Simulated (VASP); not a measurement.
# Na (P6_3/mmc) in VASP: further runs

Na is run at these levels: PBE; tasks: relaxation of cell and atoms, single point.

Everything below comes from runs of VASP 6.6.1. Logs are shortened: lines on timing, memory, paths and dates and some standing lists are left out, and cuts for length are marked.

### 1 The cell of the first run

It takes space group P6_3/mmc (No. 194, hexagonal). The conventional cell has a = 3.339 Å, b = 3.339 Å, c = 20.780 Å, α = 90.00°, β = 90.00°, γ = 120.00°. Within 4.3 Å of Na (site symmetry -6m2) lie 12 Na at 3.23 to 3.34 Å. Within 4.3 Å of Na (site symmetry 3m) lie 12 Na at 3.23 to 3.34 Å. Within 4.3 Å of Na (site symmetry -3m) lie 12 Na at 3.23 to 3.34 Å.

The cell was generated, and may not be a known phase.

### 2 Relaxation of cell and atoms, PBE

INCAR reads:

```
ALGO = Fast ; EDIFF = 1E-7
EDIFFG = -0.04 ; ENCUT = 600
GGA = PE ; IBRION = 2
ISIF = 3 ; ISMEAR = 0
LASPH = True ; LCHARG = False
LREAL = False ; LWAVE = False
NELM = 60 ; NSW = 90
PREC = Accurate ; SIGMA = 0.1
```

KPOINTS reads:

```
k-points
0
Gamma
  6 6 1
```

POSCAR reads:

```
Na
1.0
    3.3387137500      0.0000000000      0.0000000000
   -1.6693568800      2.8914109300      0.0000000000
    0.0000000000      0.0000000000     20.7796913300
Na
8
Direct
    0.3333333300      0.6666666700      0.7500000000
    0.6666666700      0.3333333300      0.8750000000
    0.0000000000      0.0000000000      0.0000000000
    0.3333333300      0.6666666700      0.1250000000
    0.6666666700      0.3333333300      0.2500000000
    0.3333333300      0.6666666700      0.3750000000
    0.0000000000      0.0000000000      0.5000000000
    0.6666666700      0.3333333300      0.6250000000
```

Potentials or basis: VASP PAW PBE potentials, release 64 (Na_pv).

Command:

```
$ cat potpaw_PBE.64/Na_pv/POTCAR > POTCAR
$ mpirun -np 1 vasp_std > vasp.out
```

OUTCAR:

```text
EDIFF = 1E-7
   EDIFFG = -0.04
   ENCUT = 600
   GGA = PE
   IBRION = 2
   ISIF = 3
   ISMEAR = 0
   LASPH = True
   LREAL = False
   NELM = 60
   NSW = 90
   PREC = Accurate

 ion  position               nearest neighbor table
   1  0.333  0.667  0.750-
   2  0.667  0.333  0.875-
   3  0.000  0.000  0.000-
   4  0.333  0.667  0.125-
   5  0.667  0.333  0.250-
   6  0.333  0.667  0.375-
   7  0.000  0.000  0.500-
   8  0.667  0.333  0.625-

  LATTYP: Found a hexagonal cell.
 ALAT       =     3.3387137500
 C/A-ratio  =     6.2238613089

  Lattice vectors:

 A1 = (   3.3387137500,   0.0000000000,   0.0000000000)
 A2 = (  -1.6693568800,   2.8914109300,   0.0000000000)
 A3 = (   0.0000000000,   0.0000000000,  20.7796913300)

Analysis of symmetry for initial positions (statically):
=====================================================================
 Subroutine PRICEL returns:
 Original cell was already a primitive cell.

 Routine SETGRP: Setting up the symmetry group for a
 hexagonal supercell.

 Subroutine GETGRP returns: Found 24 space group operations
 (whereof 12 operations were pure point group operations)
 out of a pool of 24 trial point group operations.

The static configuration has the point symmetry D_3d.
 The point group associated with its full space group is D_6h.

Analysis of symmetry for dynamics (positions and initial velocities):
=====================================================================
 Subroutine PRICEL returns:
 Original cell was already a primitive cell.

 Routine SETGRP: Setting up the symmetry group for a
 hexagonal supercell.

 Subroutine GETGRP returns: Found 24 space group operations
 (whereof 12 operations were pure point group operations)
 out of a pool of 24 trial point group operations.

The dynamic configuration has the point symmetry D_3d.
 The point group associated with its full space group is D_6h.

 Subroutine INISYM returns: Found 24 space group operations
 (whereof 12 operations are pure point group operations),
 and found     1 'primitive' translations

----------------------------------------------------------------------------------------

                                     Primitive cell

  volume of cell :     200.5987

  direct lattice vectors                    reciprocal lattice vectors
     3.338713750  0.000000000  0.000000000     0.299516543  0.172925957  0.000000000
    -1.669356880  2.891410930  0.000000000     0.000000000  0.345851913  0.000000000
     0.000000000  0.000000000 20.779691330     0.000000000  0.000000000  0.048123910

  length of vectors
     3.338713750  3.338713758 20.779691330     0.345851913  0.345851913  0.048123910

  position of ions in fractional coordinates (direct lattice)
     0.333333330  0.666666670  0.750000000
     0.666666670  0.333333330  0.875000000
     0.000000000  0.000000000  0.000000000
     0.333333330  0.666666670  0.125000000
     0.666666670  0.333333330  0.250000000
     0.333333330  0.666666670  0.375000000
     0.000000000  0.000000000  0.500000000
     0.666666670  0.333333330  0.625000000

  ion indices of the primitive-cell ions
   primitive index   ion index
                 1           1
                 2           2
                 3           3
                 4           4
                 5           5
                 6           6
                 7           7
                 8           8

----------------------------------------------------------------------------------------

 KPOINTS: k-points

Automatic generation of k-mesh.
 Grid dimensions read from file:
 generate k-points for:    6    6    1

 Generating k-lattice:

  Cartesian coordinates                     Fractional coordinates (reciprocal lattice)
     0.049919424  0.028820993  0.000000000     0.166666667  0.000000000  0.000000000
     0.000000000  0.057641985  0.000000000     0.000000000  0.166666667  0.000000000
     0.000000000  0.000000000  0.048123910     0.000000000  0.000000000  1.000000000

  Length of vectors
     0.057641986  0.057641985  0.048123910

  Shift w.r.t. Gamma in fractional coordinates (k-lattice)
     0.000000000  0.000000000  0.000000000

 Subroutine IBZKPT returns following result:
 ===========================================

 Found      7 irreducible k-points:

 Following reciprocal coordinates:
            Coordinates               Weight
  0.000000  0.000000  0.000000      1.000000
  0.166667 -0.000000  0.000000      6.000000
  0.333333 -0.000000  0.000000      6.000000
  0.500000  0.000000  0.000000      3.000000
  0.166667  0.166667  0.000000      6.000000
  0.333333  0.166667  0.000000     12.000000
  0.333333  0.333333  0.000000      2.000000
   k-points           NKPTS =      7   k-points in BZ     NKDIM =      7   number of bands    NBANDS=     33
   number of dos      NEDOS =    301   number of ions     NIONS =      8
   total plane-waves  NPLWV = 131712
   dimension x,y,z NGX =    28 NGY =   28 NGZ =  168
   dimension x,y,z NGXF=    56 NGYF=   56 NGZF=  336
   ions per type =               8
   NGX,Y,Z   is equivalent  to a cutoff of  13.94, 13.94, 13.44 a.u.
   NGXF,Y,Z  is equivalent  to a cutoff of  27.88, 27.88, 26.88 a.u.
 SYSTEM =  unknown system
   PREC   = accura    normal or accurate (medium, high low for compatibility)
   ISTART =      0    job   : 0-new  1-cont  2-samecut
   ICHARG =      2    charge: 1-file 2-atom 10-const
   ISPIN  =      1    spin polarized calculation?
   LNONCOLLINEAR =      F non collinear calculations
   LSORBIT =      F    spin-orbit coupling
   LASPH  =      T    aspherical Exc in radial PAW
   ENCUT  =  600.0 eV  44.10 Ry    6.64 a.u.   6.67  6.67 41.50*2*pi/ulx,y,z
   NELM   =     60;   NELMIN=  2; NELMDL= -5     # of ELM steps
   EDIFF  = 0.1E-06   stopping-criterion for ELM
   LREAL  =      F    real-space projection
   EDIFFG = -.4E-01   stopping-criterion for IOM
   NSW    =     90    number of steps for IOM
   IBRION =      2    ionic relax: 0-MD 1-quasi-New 2-CG
   NFREE  =      1    steps in history (QN), initial steepest desc. (CG)
   ISIF   =      3    stress and relaxation
   ISYM   =      2    0-nonsym 1-usesym 2-fastsym
   POTIM  = 0.5000    time-step for ionic-motion
   TEBEG  =    0.0;   TEEND  =   0.0 temperature during run
   PSTRESS=    0.0 pullay stress
   NELECT =      56.0000    total number of electrons
   NUPDOWN=      -1.0000    fix difference up-down
   EMIN   =  10.00;   EMAX   =-10.00  energy-range for DOS
   EFERMI =   0.00;   METHOD = LEGACY
   ISMEAR =     0;   SIGMA  =   0.10  broadening in eV -4-tet -1-fermi 0-gaus
   EFERMI_NEDOS =   21; number of points for ismear=-14 and -15
   IALGO  =     68    algorithm
   IMIX   =      4    mixing-type and parameters
     AMIX     =   0.40;   BMIX     =  1.00
     AMIX_MAG =   1.60;   BMIX_MAG =  1.00
  volume/ion in A,a.u.               =      25.07       169.21
  Fermi-wavevector in a.u.,A,eV,Ry     =   1.069945  2.021903 15.575710  1.144782
  Thomas-Fermi vector in A             =   2.205640
   LORBIT       =      0    0 simple, 1 ext, 2 COOP (PROOUT), +10 PAW based schemes
   GGA     = PE    functional components
   LHFCALC =     F    Hartree Fock is set to
   AEXX    =    0.0000 exact exchange contribution
   IVDW    =     0    specifies the selected vdW correction
   LEPSILON=     F    determine dielectric tensor
   LRPA    =     F    only Hartree local field effects (RPA)
 conjugate gradient relaxation of ions
 non-spin polarized calculation
 RMM-DIIS sequential band-by-band and
 Gauss-broadening in eV      SIGMA  =   0.10
  energy-cutoff  :      600.00
  volume of cell :      200.60
 maximum number of plane-waves:      6755
 NGX is ok and might be reduce to    28
   NGX = 13   NGY = 13   NGZ = 83

--------------------------------------- Ionic step        1  -------------------------------------------

 number of electron      55.9999995 magnetization

 Free energy of the ion-electron system (eV)
  ---------------------------------------------------
  ext. energy  EPLUGINS =         0.00000000
  ---------------------------------------------------
  free energy    TOTEN  =        -9.17511510 eV

  energy without entropy =       -9.16671660  energy(sigma->0) =       -9.17091585

------------------------ aborting loop because EDIFF is reached ----------------------------------------

  FORCE on cell =-STRESS in cart. coord.  units (eV):
  Direction    XX          YY          ZZ          XY          YZ          ZX
  --------------------------------------------------------------------------------------
  -------------------------------------------------------------------------------------
  Total        7.5536698      7.5536698      8.2974979     -0.0000000      0.0000000     -0.0000000
  in kB       60.3309943     60.3309946     66.2719332     -0.0000001      0.0000000     -0.0000000
  external PRESSURE =      62.3113074 kB  Pullay stress =       0.0000000 kB

 VOLUME and BASIS-vectors are now :
 -----------------------------------------------------------------------------
  energy-cutoff  :      600.00
  volume of cell :      200.60
      direct lattice vectors                 reciprocal lattice vectors
     3.338713750  0.000000000  0.000000000     0.299516543  0.172925957  0.000000000
    -1.669356880  2.891410930  0.000000000     0.000000000  0.345851913  0.000000000
     0.000000000  0.000000000 20.779691330     0.000000000  0.000000000  0.048123910
[... 85 lines left out ...]
 POSITION                                       TOTAL-FORCE (eV/Angst)
 -----------------------------------------------------------------------------------
     -0.00000      2.13372     17.41526        -0.000000      0.000000      0.000000
      1.84785      1.06686     20.31794         0.000000     -0.000000      0.000173
      0.00000     -0.00000      0.00000        -0.000000     -0.000000      0.000000
     -0.00000      2.13372      2.90240        -0.000000      0.000000     -0.000173
      1.84785      1.06686      5.80509         0.000000     -0.000000      0.000000
     -0.00000      2.13372      8.70777        -0.000000      0.000000      0.000173
      0.00000     -0.00000     11.61017         0.000000     -0.000000      0.000000
      1.84785      1.06686     14.51257         0.000000     -0.000000     -0.000173
 -----------------------------------------------------------------------------------
    total drift:                               -0.000000      0.000000      0.000000

  FREE ENERGIE OF THE ION-ELECTRON SYSTEM (eV)
  ---------------------------------------------------
  free  energy   TOTEN  =       -10.4924358254 eV

  energy  without entropy=      -10.4840374965  energy(sigma->0) =      -10.48823666

--------------------------------------- Ionic step        4  -------------------------------------------

 number of electron      56.0000069 magnetization

 Free energy of the ion-electron system (eV)
  ---------------------------------------------------
  ext. energy  EPLUGINS =         0.00000000
  ---------------------------------------------------
  free energy    TOTEN  =       -10.52605622 eV

  energy without entropy =      -10.51765789  energy(sigma->0) =      -10.52185705

 E-fermi :   0.2309     XC(G=0):  -6.5617

 val. band max:        0.1085438681   @ k =   0.3333   0.1667   0.0000
 cond. band min:       0.5932361735   @ k =   0.5000   0.0000   0.0000
 fundamental gap:      0.4846923054
 Fermi energy:         0.2309045291

 k-point     1 :       0.0000    0.0000    0.0000
  band No.  band energies     occupation
      1     -24.5284      2.00000
      2     -24.5225      2.00000
      3     -24.5223      2.00000
      4     -24.5079      2.00000
      5     -24.5075      2.00000
      6     -24.4931      2.00000
[... 263 lines left out ...]
 POSITION                                       TOTAL-FORCE (eV/Angst)
 -----------------------------------------------------------------------------------
     -0.00000      2.17131     17.74915         0.000000     -0.000000      0.000000
      1.88041      1.08566     20.70751         0.000000     -0.000000     -0.000218
      0.00000     -0.00000      0.00000         0.000000     -0.000000      0.000000
     -0.00000      2.17131      2.95802        -0.000000     -0.000000      0.000218
      1.88041      1.08566      5.91638         0.000000      0.000000      0.000000
     -0.00000      2.17131      8.87474        -0.000000     -0.000000     -0.000218
      0.00000     -0.00000     11.83276         0.000000     -0.000000      0.000000
      1.88041      1.08566     14.79078         0.000000      0.000000      0.000218
 -----------------------------------------------------------------------------------
    total drift:                                0.000000      0.000000      0.000000

  FREE ENERGIE OF THE ION-ELECTRON SYSTEM (eV)
  ---------------------------------------------------
  free  energy   TOTEN  =       -10.5260562207 eV

  energy  without entropy=      -10.5176578870  energy(sigma->0) =      -10.52185705

 reached required accuracy - stopping structural energy minimisation
```

Wall time 10 min (1 thread of Intel Xeon 8259CL, shared host); peak memory 0.37 GiB.

What came out:

- Free energy: -10.5261 eV
- Relaxed volume: 36.23 Å³/atom
- Relaxed cell: a = 3.761 Å, b = 3.761 Å, c = 23.666 Å, α = 90.00°, β = 90.00°, γ = 120.00°
- Space group after relaxing (to 0.1 Å): P6_3/mmc (No. 194)
- Energy gained by relaxing: 168.9 meV/atom
- Ionic steps: 4
- Pressure after relaxing: 0.1 GPa
- Band gap on the k mesh: zero (bands 28 and 29 overlap by 3.66 eV)

The path:
```tsv
step	energy change (eV)	largest force (eV/Å)	pressure (GPa)	volume (Å³)
1	0.0000	0.0012	6.23	200.60
2	-0.8392	0.0006	3.12	230.26
3	-1.3173	0.0002	0.63	274.66
4	-1.3509	0.0002	0.10	289.88
```

Final structure:
```
CELL_PARAMETERS angstrom
3.76082 0.00000 0.00000
-1.88041 3.25697 0.00000
0.00000 0.00000 23.66553
ATOMIC_POSITIONS crystal
Na 0.33333 0.66667 0.75000
Na 0.66667 0.33333 0.87501
Na 0.00000 0.00000 0.00000
Na 0.33333 0.66667 0.12499
Na 0.66667 0.33333 0.25000
Na 0.33333 0.66667 0.37501
Na 0.00000 0.00000 0.50000
Na 0.66667 0.33333 0.62499
```

Levels at points of the mesh, in eV from the Fermi level:
| k point | band 26 | band 27 | band 28 | band 29 | band 30 | band 31 | band 32 | band 33 |
| --- | --- | --- | --- | --- | --- | --- | --- | --- |
| (0.00, 0.00, 0.00) | -2.89 | -2.89 | -2.06 | -2.06 | -0.72 | -0.72 | 0.90 | 1.38 |
| (0.50, 0.00, 0.00) | 0.39 | 0.56 | 0.58 | 0.67 | 0.71 | 1.32 | 1.36 | 1.54 |

Caveat: the k points lie up to 0.32 Å⁻¹ apart in the final cell, too coarse for converged energies and pressures of a metal; the volume moved by over 15 % at a fixed basis, so the end points are rough.

### 3 Single point, PBE

This run uses another cell than the first one, of 37.06 Å³/atom.

INCAR reads:

```
PREC     = Accurate       # precision mode
ENCUT    = 520            # plane-wave cutoff, eV
EDIFF    = 1E-6           # SCF threshold, eV
ISMEAR   = 0              # smearing method
SIGMA    = 0.1            # smearing width, eV
LREAL    = F              # projectors in reciprocal space
LASPH    = T              # aspherical terms in the spheres
NELM     = 60             # most SCF steps
ALGO     = Fast           # electronic algorithm
ISIF     = 2              # what is computed and relaxed
LWAVE    = F              # write WAVECAR
LCHARG   = F              # write CHGCAR
GGA      = PE             # functional
NBANDS   = 38             # bands
```

KPOINTS reads:

```
regular mesh
0
Gamma
  12 12 2
```

POSCAR reads:

```
Na
1.0
    3.7539718592      0.0000000000      0.0000000000
   -1.8769859296      3.2510349951      0.0000000000
    0.0000000000      0.0000000000     24.2919429360
Na
8
Direct
    0.3333333333      0.6666666667      0.7500000000
    0.6666666667      0.3333333333      0.8749890422
    0.0000000000      0.0000000000      0.0000000000
    0.3333333333      0.6666666667      0.1250109578
    0.6666666667      0.3333333333      0.2500000000
    0.3333333333      0.6666666667      0.3749890422
    0.0000000000      0.0000000000      0.5000000000
    0.6666666667      0.3333333333      0.6250109578
```

Potentials or basis: VASP PAW PBE potentials, release 64 (Na_pv).

Command:

```
$ cat potpaw_PBE.64/Na_pv/POTCAR > POTCAR
$ mpirun -np 1 vasp_std > vasp.out
```

Wall time 14 min (1 thread of Intel Xeon 8259CL, shared host); peak memory 0.54 GiB.

The run converged. Its results:

| Item | Value |
| --- | --- |
| Free energy | -10.5155 eV |
| Pressure | 0.0 GPa |
| Band gap on the k mesh | zero (bands 28 and 29 overlap by 3.72 eV) |

Levels at points of the mesh, in eV from the Fermi level:
| k point | band 27 | band 28 | band 29 | band 30 | band 31 | band 32 |
| --- | --- | --- | --- | --- | --- | --- |
| (0.00, 0.00, 0.00) | -3.01 | -2.22 | -2.22 | -0.95 | -0.95 | 0.61 |
| (0.50, 0.00, 0.00) | 0.46 | 0.47 | 0.56 | 0.60 | 1.18 | 1.21 |
| (0.00, 0.00, 0.50) | -2.68 | -2.68 | -1.65 | -1.65 | -0.14 | -0.14 |
| (0.50, 0.00, 0.50) | 0.36 | 0.36 | 0.74 | 0.74 | 0.96 | 0.96 |

The gap in the log of VASP goes by the Fermi energy; the results here count the filled bands.